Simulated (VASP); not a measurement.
Ag, 1 atom in the cell. The structure is cubic, space group Im-3m (No. 229). Conventional cell: a = 3.183 Å, b = 3.183 Å, c = 3.183 Å, α = 90.00°, β = 90.00°, γ = 90.00°. Within 3.6 Å of Ag (site symmetry m-3m) lie 14 Ag at 2.76 to 3.18 Å. 

| Item | Value |
| --- | --- |
| Program | VASP 6.6.1 |
| Task | single point |
| Functional | LDA |
| Potentials or basis | VASP PAW LDA potentials, release 64 (Ag) |
| Cutoff | 520 eV |
| k mesh | 11 × 11 × 11 |
| Occupations | fermi-dirac, width 0.05 eV |
| Spin | no spin polarisation |
| Dipole correction | no |
| Further INCAR settings | ALGO = Normal; EDIFF = 1e-06; NBANDS = 12 |

Potentials or basis: VASP PAW LDA potentials, release 64 (Ag).

Command:

```console
$ cat potpaw_LDA.64/Ag/POTCAR > POTCAR
$ mpirun -np 1 vasp_std > vasp.out
```

Hardware: 1 thread of Intel Xeon 8259CL, with other jobs on the host.

Problem. Estimate the wall time of this run.

Solution. Wall time 9.5 s on 1 thread of Intel Xeon 8259CL (shared host), peak memory 0.13 GiB. Counts: scf iterations 10, k points 56.
